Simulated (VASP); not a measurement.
Set up this calculation in VASP 6.6.1, as the native input.

| Item | Value |
| --- | --- |
| Task | single point |
| Functional | LDA |
| Potentials or basis | VASP PAW LDA potentials, release 64 (Ta_pv, N) |
| Cutoff | 520 eV |
| k mesh | 7 × 7 × 4 |
| Occupations | gaussian, width 0.05 eV |
| Spin | non-collinear spin, typed start, spin-orbit coupling |
| Starting moments | [[2.0, 0.0, 0.0], [-2.0, 0.0, 0.0], [0.0, 0.0, 0.0], [0.0, 0.0, 0.0]] μB |
| Hubbard terms | Ta d U = 4.0 eV |
| Dipole correction | no |
| Further INCAR settings | ALGO = Normal; EDIFF = 1e-06; NBANDS = 46 |

The structure of TaN lies in POSCAR:

```
TaN
1.0
    3.0480018400      0.0000000000      0.0000000000
   -1.5240009200      2.6396470300      0.0000000000
    0.0000000000      0.0000000000      4.9179997800
Ta N
2 2
Direct
    0.0000000000      0.0000000000      0.0000000000
    0.0000000000      0.0000000000      0.5000000000
    0.3333333333      0.6666666667      0.2500000000
    0.6666666667      0.3333333333      0.7500000000
```

The input as run:

INCAR

```
SYSTEM = TaN
PREC     = Accurate       ! precision mode
ENCUT    = 520            ! plane-wave cutoff, eV
EDIFF    = 1E-6           ! SCF threshold, eV
ISMEAR   = 0              ! smearing method
SIGMA    = 0.05           ! smearing width, eV
LREAL    = .FALSE.        ! projectors in reciprocal space
LASPH    = .TRUE.         ! aspherical terms in the spheres
NELM     = 150            ! most SCF steps
ALGO     = Normal         ! electronic algorithm
ISIF     = 2              ! what is computed and relaxed
LWAVE    = .FALSE.        ! write WAVECAR
LCHARG   = .TRUE.         ! write CHGCAR
LNONCOLLINEAR= .TRUE.         ! non-collinear magnetism
MAGMOM   = 2 0 0 -2 0 0 0 0 0 0 0 0 ! initial moments
LORBIT   = 11             ! projections on sites
LSORBIT  = .TRUE.         ! spin-orbit coupling
GGA_COMPAT= .FALSE.      
LORBMOM  = .TRUE.       
LMAXMIX  = 4              ! l up to which the mixer works
LDAU     = .TRUE.         ! DFT+U
LDAUTYPE = 2            
LDAUL    = 2 -1           ! shell
LDAUU    = 4 0            ! U, eV
LDAUJ    = 0 0          
LDAUPRINT= 1            
GGA      = CA             ! functional
LVHAR    = .TRUE.       
NBANDS   = 46             ! bands
```

KPOINTS

```
Automatic mesh
0
G
  7 7 4
  0 0 0
```

Potentials or basis: VASP PAW LDA potentials, release 64 (Ta_pv, N).

The run is started by

```bash
$ cat potpaw_LDA.64/Ta_pv/POTCAR potpaw_LDA.64/N/POTCAR > POTCAR
$ mpirun -np 1 vasp_ncl > vasp.out
```

Results of the run:

* Pressure: 58.6 GPa
* Net moment: 0.00 μB per cell
* Valence electrons inside the program's atomic spheres: Ta 9.29; N 3.81

It took 4.1 min on 1 thread of Intel(R) Xeon(R) Platinum 8375C CPU @ 2.90GHz (Ice Lake), with other jobs on the host, peak memory 0.29 GiB.
